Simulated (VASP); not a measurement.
Wanted: the native input for a VASP 6.6.1 run.

| Quantity | Value |
| --- | --- |
| Task | single point |
| Functional | PBE |
| Potentials or basis | VASP PAW PBE potentials, release 64 (K_sv, Ge_d, O) |
| Cutoff | 520 eV |
| k mesh | 4 × 4 × 2 |
| Occupations | gaussian, width 0.1 eV |
| Spin | no spin polarisation |
| Dipole correction | no |
| Further INCAR settings | ALGO = Normal; EDIFF = 1e-07; NBANDS = 66 |

The structure of KGe4O7 lies in POSCAR:

```
KGe4O7
1.0
    2.8355424702     -7.1329628173      0.0000000000
    2.8355424702      7.1329628173      0.0000000000
    0.0000000000      0.0000000000      9.0178735753
K Ge O
1 4 7
Direct
    0.0000000000      0.0000000000      0.5000000000
    0.5000000000      0.5000000000      0.7902211142
    0.5000000000      0.5000000000      0.2097788858
    0.3232968698      0.6767031302      0.5000000000
    0.6767031302      0.3232968698      0.5000000000
    0.5000000000      0.5000000000      0.0000000000
    0.3972464177      0.6027535823      0.6600115398
    0.6027535823      0.3972464177      0.6600115398
    0.3972464177      0.6027535823      0.3399884602
    0.6027535823      0.3972464177      0.3399884602
    0.5000000000      0.0000000000      0.5000000000
    0.0000000000      0.5000000000      0.5000000000
```

The cell was generated, and may not be a known phase.

These files were run (other wordings do the same):

INCAR

```
ALGO = Normal
EDIFF = 1E-7
ENCUT = 520
GGA = PE
ISIF = 2
ISMEAR = 0
LASPH = T
LCHARG = F
LREAL = F
LWAVE = F
NBANDS = 66
NELM = 80
PREC = Accurate
SIGMA = 0.1
```

KPOINTS

```
k-points
0
Gamma
  4 4 2
```

Potentials or basis: VASP PAW PBE potentials, release 64 (K_sv, Ge_d, O).

The run is started by

```bash
$ cat potpaw_PBE.64/K_sv/POTCAR potpaw_PBE.64/Ge_d/POTCAR potpaw_PBE.64/O/POTCAR > POTCAR
$ mpirun -np 1 vasp_std > vasp.out
```

It gave:

```
Pressure               : -0.1 GPa
Largest force          : 0.029 eV/Å
Band gap on the k mesh : zero (an odd number of electrons rules out a gap without spin polarisation)
```

Caveat: an odd number of electrons without spin polarisation forces a metal; a magnetic or distorted state may lie lower.

Wall time 26 min on 1 thread of Intel Xeon 8259CL, on a shared host, peak memory 0.68 GiB.
